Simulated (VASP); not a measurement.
# Ir (Fm-3m) in VASP: a series of runs

The runs below take Ir through single point, with r2SCAN.

All numbers are computed with VASP 6.6.1; they aren't measurements. Logs are shortened: lines on timing, memory, paths and dates and some standing lists are left out, and cuts for length are marked.

**1. The cell of the first run**

Symmetry: Fm-3m, No. 225, cubic system. The conventional cell has a = 3.846 Å, b = 3.846 Å, c = 3.846 Å, α = 90.00°, β = 90.00°, γ = 90.00°. Within 3.6 Å of Ir (site symmetry m-3m) lie 12 Ir at 2.72 Å.

**2. Single point, r2SCAN**

Input file POSCAR:

```
Ir
1.0
    0.0000000000      1.9228496764      1.9228496764
    1.9228496764      0.0000000000      1.9228496764
    1.9228496764      1.9228496764      0.0000000000
Ir
1
Direct
    0.0000000000      0.0000000000      0.0000000000
```

Input file INCAR.step1:

```
SYSTEM = Ir
ALGO = Normal
EDIFF = 1E-4
ENCUT = 520
GGA = PE
ISMEAR = 1
LASPH = .TRUE.
LCHARG = .FALSE.
LREAL = .FALSE.
LWAVE = .TRUE.
NBANDS = 10
NELM = 80
PREC = Accurate
SIGMA = 0.01
```

Input file INCAR.step2:

```
SYSTEM = Ir
ALGO = Normal
EDIFF = 1E-6
ENCUT = 520
ISIF = 2
ISMEAR = 1
ISTART = 1
LASPH = .TRUE.
LCHARG = .FALSE.
LMIXTAU = .TRUE.
LREAL = .FALSE.
LWAVE = .FALSE.
METAGGA = R2SCAN
NBANDS = 10
NELM = 80
PREC = Accurate
SIGMA = 0.01
```

Input file KPOINTS:

```
k-points
0
G
  14 14 14
  0 0 0
```

Potentials or basis: VASP PAW PBE potentials, release 64 (Ir).

On the command line:

```console
$ cat potpaw_PBE.64/Ir/POTCAR > POTCAR
$ cp INCAR.step1 INCAR
$ mpirun -np 1 vasp_std > vasp.out
$ cp INCAR.step2 INCAR
$ mpirun -np 1 vasp_std > vasp.out
```

OUTCAR:

```text
SYSTEM = Ir
   EDIFF = 1E-6
   ENCUT = 520
   ISIF = 2
   ISMEAR = 1
   ISTART = 1
   LASPH = .TRUE.
   LREAL = .FALSE.
   METAGGA = R2SCAN
   NELM = 80
   PREC = Accurate

 ion  position               nearest neighbor table
   1  0.000  0.000  0.000-

  LATTYP: Found a face centered cubic cell.
 ALAT       =     3.8456993528

  Lattice vectors:

 A1 = (   0.0000000000,   1.9228496764,   1.9228496764)
 A2 = (   1.9228496764,   0.0000000000,   1.9228496764)
 A3 = (   1.9228496764,   1.9228496764,   0.0000000000)

Analysis of symmetry for initial positions (statically):
=====================================================================
 Subroutine PRICEL returns:
 Original cell was already a primitive cell.

 Routine SETGRP: Setting up the symmetry group for a
 face centered cubic supercell.

 Subroutine GETGRP returns: Found 48 space group operations
 (whereof 48 operations were pure point group operations)
 out of a pool of 48 trial point group operations.

The static configuration has the point symmetry O_h .

Analysis of symmetry for dynamics (positions and initial velocities):
=====================================================================
 Subroutine PRICEL returns:
 Original cell was already a primitive cell.

 Routine SETGRP: Setting up the symmetry group for a
 face centered cubic supercell.

 Subroutine GETGRP returns: Found 48 space group operations
 (whereof 48 operations were pure point group operations)
 out of a pool of 48 trial point group operations.

The dynamic configuration has the point symmetry O_h .

 Subroutine INISYM returns: Found 48 space group operations
 (whereof 48 operations are pure point group operations),
 and found     1 'primitive' translations

----------------------------------------------------------------------------------------

                                     Primitive cell

  volume of cell :      14.2189

  direct lattice vectors                    reciprocal lattice vectors
     0.000000000  1.922849676  1.922849676    -0.260030727  0.260030727  0.260030727
     1.922849676  0.000000000  1.922849676     0.260030727 -0.260030727  0.260030727
     1.922849676  1.922849676  0.000000000     0.260030727  0.260030727 -0.260030727

  length of vectors
     2.719320091  2.719320091  2.719320091     0.450386431  0.450386431  0.450386431

  position of ions in fractional coordinates (direct lattice)
     0.000000000  0.000000000  0.000000000

  ion indices of the primitive-cell ions
   primitive index   ion index
                 1           1

----------------------------------------------------------------------------------------

 KPOINTS: k-points

Automatic generation of k-mesh.
 Grid dimensions read from file:
 generate k-points for:   14   14   14

 Generating k-lattice:

  Cartesian coordinates                     Fractional coordinates (reciprocal lattice)
    -0.018573623  0.018573623  0.018573623     0.071428571  0.000000000  0.000000000
     0.018573623 -0.018573623  0.018573623     0.000000000  0.071428571  0.000000000
     0.018573623  0.018573623 -0.018573623     0.000000000  0.000000000  0.071428571

  Length of vectors
     0.032170459  0.032170459  0.032170459

  Shift w.r.t. Gamma in fractional coordinates (k-lattice)
     0.000000000  0.000000000  0.000000000

 Subroutine IBZKPT returns following result:
 ===========================================

 Found    104 irreducible k-points:

 Following reciprocal coordinates:
            Coordinates               Weight
  0.000000  0.000000  0.000000      1.000000
  0.071429  0.000000  0.000000      8.000000
  0.142857  0.000000  0.000000      8.000000
  0.214286  0.000000  0.000000      8.000000
  0.285714  0.000000  0.000000      8.000000
  0.357143  0.000000  0.000000      8.000000
[... 16 lines left out ...]
  0.214286  0.142857  0.000000     24.000000
  0.285714  0.142857  0.000000     24.000000
 [... further k-points ...]
   k-points           NKPTS =    104   k-points in BZ     NKDIM =    104   number of bands    NBANDS=     10
   number of dos      NEDOS =    301   number of ions     NIONS =      1
   total plane-waves  NPLWV =   8000
   dimension x,y,z NGX =    20 NGY =   20 NGZ =   20
   dimension x,y,z NGXF=    40 NGYF=   40 NGZF=   40
   ions per type =               1
   NGX,Y,Z   is equivalent  to a cutoff of  12.23, 12.23, 12.23 a.u.
   NGXF,Y,Z  is equivalent  to a cutoff of  24.45, 24.45, 24.45 a.u.
 SYSTEM =  Ir
   PREC   = accura    normal or accurate (medium, high low for compatibility)
   ISTART =      1    job   : 0-new  1-cont  2-samecut
   ICHARG =      0    charge: 1-file 2-atom 10-const
   ISPIN  =      1    spin polarized calculation?
   LNONCOLLINEAR =      F non collinear calculations
   LSORBIT =      F    spin-orbit coupling
   LASPH  =      T    aspherical Exc in radial PAW
   ENCUT  =  520.0 eV  38.22 Ry    6.18 a.u.   5.06  5.06  5.06*2*pi/ulx,y,z
   NELM   =     80;   NELMIN=  2; NELMDL=  0     # of ELM steps
   EDIFF  = 0.1E-05   stopping-criterion for ELM
   LREAL  =      F    real-space projection
   EDIFFG = 0.1E-04   stopping-criterion for IOM
   NSW    =      0    number of steps for IOM
   IBRION =     -1    ionic relax: 0-MD 1-quasi-New 2-CG
   NFREE  =      0    steps in history (QN), initial steepest desc. (CG)
   ISIF   =      2    stress and relaxation
   ISYM   =      2    0-nonsym 1-usesym 2-fastsym
   POTIM  = 0.5000    time-step for ionic-motion
   TEBEG  =    0.0;   TEEND  =   0.0 temperature during run
   PSTRESS=    0.0 pullay stress
   NELECT =       9.0000    total number of electrons
   NUPDOWN=      -1.0000    fix difference up-down
   EMIN   =  10.00;   EMAX   =-10.00  energy-range for DOS
   EFERMI =   0.00;   METHOD = LEGACY
   ISMEAR =     1;   SIGMA  =   0.01  broadening in eV -4-tet -1-fermi 0-gaus
   EFERMI_NEDOS =   21; number of points for ismear=-14 and -15
   IALGO  =     38    algorithm
   IMIX   =      4    mixing-type and parameters
     AMIX     =   0.40;   BMIX     =  1.00
     AMIX_MAG =   1.60;   BMIX_MAG =  1.00
  volume/ion in A,a.u.               =      14.22        95.95
  Fermi-wavevector in a.u.,A,eV,Ry     =   1.405617  2.656231 26.881835  1.975759
  Thomas-Fermi vector in A             =   2.528060
   LORBIT       =      0    0 simple, 1 ext, 2 COOP (PROOUT), +10 PAW based schemes
   METAGGA = R2SCAN    functional components
   LHFCALC =     F    Hartree Fock is set to
   AEXX    =    0.0000 exact exchange contribution
   IVDW    =     0    specifies the selected vdW correction
   LEPSILON=     F    determine dielectric tensor
   LRPA    =     F    only Hartree local field effects (RPA)
 non-spin polarized calculation
 Methfessel and Paxton  Order N= 1 SIGMA  =   0.01
  energy-cutoff  :      520.00
  volume of cell :       14.22
 maximum number of plane-waves:       393
   NGX = 11   NGY = 11   NGZ = 11

 number of electron       9.0000000 magnetization

 Free energy of the ion-electron system (eV)
  ---------------------------------------------------
  ext. energy  EPLUGINS =         0.00000000
  ---------------------------------------------------
  free energy    TOTEN  =       -52.35471818 eV

  energy without entropy =      -52.35468876  energy(sigma->0) =      -52.35470837

 E-fermi :   9.9797     XC(G=0): -15.2925

 val. band max:        9.9689245483   @ k =   0.3571   0.2143   0.0000
 cond. band min:       9.9819882225   @ k =   0.4286   0.2857   0.0714
 fundamental gap:      0.0130636742
 Fermi energy:         9.9797341657

 k-point     1 :       0.0000    0.0000    0.0000
  band No.  band energies     occupation
      1      -1.3840      2.00000
      2       6.1207      2.00000
      3       6.1207      2.00000
      4       6.1207      2.00000
      5       8.8074      2.00000
      6       8.8074      2.00000
      7      25.1987      0.00000
      8      31.0365      0.00000
      9      31.0365      0.00000
     10      31.0365      0.00000

 k-point     2 :       0.0714    0.0000    0.0000
  band No.  band energies     occupation
      1      -1.1489      2.00000
      2       5.9961      2.00000
      3       6.2214      2.00000
      4       6.2214      2.00000
      5       8.7448      2.00000
      6       8.7448      2.00000
      7      25.5973      0.00000
      8      29.9034      0.00000
      9      31.4156      0.00000
     10      31.4156      0.00000

 k-point     3 :       0.1429    0.0000    0.0000
  band No.  band energies     occupation
      1      -0.4857      2.00000
      2       5.7120      2.00000
      3       6.4530      2.00000
      4       6.4530      2.00000
      5       8.6503      2.00000
      6       8.6503      2.00000
      7      26.6075      0.00000
      8      27.8836      0.00000
      9      32.4926      0.00000
     10      32.4926      0.00000

 k-point     4 :       0.2143    0.0000    0.0000
  band No.  band energies     occupation
      1       0.4455      2.00000
      2       5.5234      2.00000
      3       6.5886      2.00000
      4       6.5886      2.00000
      5       8.7939      2.00000
      6       8.7939      2.00000
      7      25.7450      0.00000
      8      27.6103      0.00000
      9      34.0695      0.00000
     10      34.0695      0.00000
[... 222 lines left out ...]
 k-point    22 :       0.1429    0.1429    0.0000
  band No.  band energies     occupation
      1      -0.1761      2.00000
      2       5.2609      2.00000
      3       6.8210      2.00000
      4       6.8210      2.00000
      5       7.8441      2.00000
      6       9.1626      2.00000
      7      27.2216      0.00000
      8      29.2848      0.00000
      9      31.1507      0.00000
     10      31.1507      0.00000

 k-point    23 :       0.2143    0.1429    0.0000
  band No.  band energies     occupation
      1       0.5560      2.00000
      2       4.9038      2.00000
      3       6.9259      2.00000
      4       7.1441      2.00000
      5       7.7958      2.00000
      6       9.3712      2.00000
      7      27.9495      0.00000
      8      28.2890      0.00000
      9      31.0966      0.00000
     10      31.7265      0.00000

 k-point    24 :       0.2857    0.1429    0.0000
  band No.  band energies     occupation
      1       1.4709      2.00000
      2       4.7165      2.00000
      3       6.4618      2.00000
      4       7.2562      2.00000
      5       8.6363      2.00000
      6       9.8023      2.00000
      7      25.8096      0.00000
      8      28.7440      0.00000
      9      30.9412      0.00000
     10      32.0700      0.00000

 [... further k-points ...]

------------------------ aborting loop because EDIFF is reached ----------------------------------------

  FORCE on cell =-STRESS in cart. coord.  units (eV):
  Direction    XX          YY          ZZ          XY          YZ          ZX
  --------------------------------------------------------------------------------------
  -------------------------------------------------------------------------------------
  Total        0.1991158      0.1991158      0.1991158      0.0000000      0.0000000      0.0000000
  in kB       22.4362539     22.4362539     22.4362539      0.0000000      0.0000000      0.0000000
  external PRESSURE =      22.4362539 kB  Pullay stress =       0.0000000 kB

 VOLUME and BASIS-vectors are now :
 -----------------------------------------------------------------------------
  energy-cutoff  :      520.00
  volume of cell :       14.22
      direct lattice vectors                 reciprocal lattice vectors
     0.000000000  1.922849676  1.922849676    -0.260030727  0.260030727  0.260030727
     1.922849676  0.000000000  1.922849676     0.260030727 -0.260030727  0.260030727
     1.922849676  1.922849676  0.000000000     0.260030727  0.260030727 -0.260030727

 POSITION                                       TOTAL-FORCE (eV/Angst)
 -----------------------------------------------------------------------------------
      0.00000      0.00000      0.00000         0.000000      0.000000      0.000000
 -----------------------------------------------------------------------------------
    total drift:                                0.000000     -0.000000     -0.000000

  FREE ENERGIE OF THE ION-ELECTRON SYSTEM (eV)
  ---------------------------------------------------
  free  energy   TOTEN  =       -52.3547181767 eV

  energy  without entropy=      -52.3546887561  energy(sigma->0) =      -52.35470837
```

It took 23 s on 1 thread of Intel Xeon 6975P-C (Granite Rapids), shared host; peak memory 0.14 GiB.

What came out:

* Free energy: -52.3547 eV
* Pressure: 2.2 GPa

Caveat: the PAW data sets were made with another functional, which shifts forces and pressure a little; spin-orbit coupling is left out, which moves the levels of the heavy elements.

**3. Single point, r2SCAN**

POSCAR is that of step 2.

Input file INCAR.step1:

```
SYSTEM = Ir
PREC = Accurate
ENCUT = 520
ISMEAR = 1
SIGMA = 0.03
LREAL = .FALSE.
LASPH = .TRUE.
NELM = 100
NBANDS = 10
GGA = PE
ALGO = Normal
EDIFF = 1E-4
LWAVE = .TRUE.
LCHARG = .FALSE.
```

Input file INCAR.step2:

```
SYSTEM = Ir
PREC = Accurate
ENCUT = 520
EDIFF = 1E-6
ISMEAR = 1
SIGMA = 0.03
LREAL = .FALSE.
LASPH = .TRUE.
NELM = 100
ALGO = Normal
ISIF = 2
LWAVE = .FALSE.
LCHARG = .FALSE.
METAGGA = R2SCAN
LMIXTAU = .TRUE.
NBANDS = 10
ISTART = 1
```

Input file KPOINTS:

```
Automatic mesh
0
G
  14 14 14
  0 0 0
```

Potentials or basis: VASP PAW PBE potentials, release 64 (Ir).

On the command line:

```console
$ cat potpaw_PBE.64/Ir/POTCAR > POTCAR
$ cp INCAR.step1 INCAR
$ mpirun -np 1 vasp_std > vasp.out
$ cp INCAR.step2 INCAR
$ mpirun -np 1 vasp_std > vasp.out
```

Run time: 22 s. Hardware: 1 thread of Intel Xeon 6975P-C (Granite Rapids), shared host; peak memory 0.14 GiB.

It converged, with:

| Property | Result |
| --- | --- |
| Free energy | -52.3548 eV |
| Pressure | 2.3 GPa |

Levels at points of the mesh, in eV from the Fermi level:
| k point | band 2 | band 3 | band 4 | band 5 | band 6 | band 7 |
| --- | --- | --- | --- | --- | --- | --- |
| (0.00, 0.00, 0.00) | -3.86 | -3.86 | -3.86 | -1.17 | -1.17 | 15.22 |
| (0.50, 0.00, 0.00) | -4.01 | -4.01 | -0.58 | 1.03 | 1.03 | 7.72 |
| (0.50, 0.50, 0.00) | -7.46 | 0.94 | 1.67 | 1.67 | 1.89 | 11.11 |

Caveat: the PAW data sets were made with another functional, which shifts forces and pressure a little; spin-orbit coupling is left out, which moves the levels of the heavy elements.

[end of part 1 of 3]
